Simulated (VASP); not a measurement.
**TaN: single point with PBE**

Crystal: TaN.

```xyz
2
Lattice="2.9575 0.0000 0.0000 -1.4787 2.5612 0.0000 0.0000 0.0000 2.9021" Properties=species:S:1:pos:R:3 pbc="T T T"
Ta    0.0000    0.0000    1.4510
N     1.4787    0.8537    0.0000
```

This cell differs from its parent crystal: volume scaled by 1.02.

- Program: VASP 6.6.1
- Task: single point
- Functional: PBE
- Potentials or basis: VASP PAW PBE potentials, release 64 (Ta_pv, N)
- Cutoff: 520 eV
- k mesh: 10 × 10 × 9
- Occupations: fermi-dirac, width 0.05 eV
- Spin: no spin polarisation
- Dipole correction: no
- Further INCAR settings: ALGO = Normal; EDIFF = 1e-06; NBANDS = 15

The pressure is -1.5 GPa and the band gap on the k mesh is zero (band 8 reaches 8.28 eV, above the bottom of band 9 at 7.99 eV).

Stress tensor (GPa, compression positive):
```
-1.62  0.00  0.00
 0.00 -1.62  0.00
 0.00  0.00 -1.19
```

Levels at points of the mesh, in eV from the Fermi level:
| k point | band 5 | band 6 | band 7 | band 8 | band 9 | band 10 | band 11 | band 12 |
| --- | --- | --- | --- | --- | --- | --- | --- | --- |
| (0.00, 0.00, 0.00) | -4.54 | -4.54 | -4.18 | -2.96 | 2.00 | 3.43 | 3.43 | 3.83 |
| (0.50, 0.00, 0.00) | -8.23 | -5.15 | -3.46 | -3.21 | 2.87 | 3.84 | 5.04 | 5.09 |

Wall time 6.7 s on 1 thread of Intel(R) Xeon(R) 6975P-C (Granite Rapids), on a shared host, peak memory 0.15 GiB.

Caveat: spin-orbit coupling is left out, which moves the levels of the heavy elements.
